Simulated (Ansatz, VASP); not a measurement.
**Os: VASP beside Ansatz**

Contents of INCAR:

```
PREC     = Accurate       # precision mode
ENCUT    = 520            # plane-wave cutoff, eV
EDIFF    = 1E-7           # SCF threshold, eV
ISMEAR   = 0              # smearing method
SIGMA    = 0.15           # smearing width, eV
LREAL    = False          # projectors in reciprocal space
LASPH    = True           # aspherical terms in the spheres
NELM     = 100            # most SCF steps
ALGO     = Fast           # electronic algorithm
ISIF     = 2              # what is computed and relaxed
LWAVE    = False          # write WAVECAR
LCHARG   = True           # write CHGCAR
GGA      = PE             # functional
LELF     = True           # ELF
LVHAR    = True         
NBANDS   = 15             # bands
```

Contents of KPOINTS:

```
Automatic mesh
0
Gamma
  18 18 12
```

POSCAR

```
Os
1.0
    2.7340999755      0.0000000000      0.0000000000
   -1.3670499878      2.3678000353      0.0000000000
    0.0000000000      0.0000000000      4.3197000000
Os
2
Direct
    0.2967582260      0.6666666667      0.2268502442
    0.6666666667      0.3333333333      0.7500000000
```

Input for Ansatz:

```yaml
crystal:
  lattice:
    - [2.7340999755, 0.0, 0.0]
    - [-1.3670499878, 2.3678000353, 0.0]
    - [0.0, 0.0, 4.3197]
  atoms:
    - { symbol: Os, position: [0.296758226, 0.6666666667, 0.2268502442] }
    - { symbol: Os, position: [0.6666666667, 0.3333333333, 0.75] }
basis:
  ecutwfc: 420
kpoints:
  mp_grid: { grid: [18, 18, 12] }
hamiltonian:
  xc: pbe
scf:
  occupations: { method: gaussian, width: 0.15 }
output:
  forces: true
  stress: true
  eigenvalues: true
```

Alike in both runs: task single point; functional PBE; k mesh 18 × 18 × 12; occupations gaussian, width 0.15 eV; no spin polarisation.

```csv
,VASP,Ansatz
version,VASP 6.6.1,Ansatz 0.2.0
potentials or method,"VASP PAW PBE potentials, release 64 (Os), cutoff 520 eV","scalar-relativistic, plane waves, PAW"
valence electrons in the cell,16,32
```

```tsv
	VASP	Ansatz	Ansatz less VASP
gap on the k mesh at the Fermi level (eV)	none	none	-
pressure (GPa)	11.9	11.8	-0.09
traceless stress, the component that is largest in VASP (GPa)	3.40	3.51	+0.110
rms of the force components (eV/Å)	1.201	1.214	+0.0132
```

Atom by atom the forces differ by 0.013 eV/Å (rms over components). A gap of «none» marks a metal or a gap that the smearing closes. VASP's potentials hold 16 valence electrons a cell and Ansatz's 32, so a difference there can come from the potentials and not from the codes.

Spin-orbit coupling is off throughout.
